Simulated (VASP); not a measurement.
Set up this calculation in VASP 6.6.1, as the native input.

```yaml
Task: single point
Functional: LDA
Potentials_or_basis: VASP PAW LDA potentials, release 64 (Ag)
Cutoff: 520 eV
k_mesh: 11 × 11 × 11
Occupations: fermi-dirac, width 0.05 eV
Spin: no spin polarisation
Dipole_correction: no
Further_INCAR_settings: ALGO = Normal; EDIFF = 1e-07; NBANDS = 12
```

The structure of Ag lies in POSCAR:

```
Ag
1.0
    0.0000000000      2.0010495236      2.0010495236
    2.0010495236      0.0000000000      2.0010495236
    2.0010495236      2.0010495236      0.0000000000
Ag
1
Direct
    0.0000000000      0.0000000000      0.0000000000
```

This cell differs from its parent crystal: volume scaled by 0.94.

The input as run:

INCAR

```
ALGO     = Normal         # electronic algorithm
EDIFF    = 1E-7           # SCF threshold, eV
ENCUT    = 520            # plane-wave cutoff, eV
GGA      = CA             # functional
ISIF     = 2              # what is computed and relaxed
ISMEAR   = -1             # smearing method
LASPH    = T              # aspherical terms in the spheres
LCHARG   = F              # write CHGCAR
LREAL    = F              # projectors in reciprocal space
LWAVE    = F              # write WAVECAR
NBANDS   = 12             # bands
NELM     = 60             # most SCF steps
PREC     = Accurate       # precision mode
SIGMA    = 0.05           # smearing width, eV
```

KPOINTS

```
k-points
0
Gamma
  11 11 11
```

Potentials or basis: VASP PAW LDA potentials, release 64 (Ag).

Command:

```sh
$ cat potpaw_LDA.64/Ag/POTCAR > POTCAR
$ mpirun -np 1 vasp_std > vasp.out
```

Results of the run:

| Item | Value |
| --- | --- |
| Pressure | -0.3 GPa |

It took 7.1 s on 1 thread of AMD EPYC 9R45 96-Core Processor (Zen 5) (shared host), peak memory 0.1 GiB.
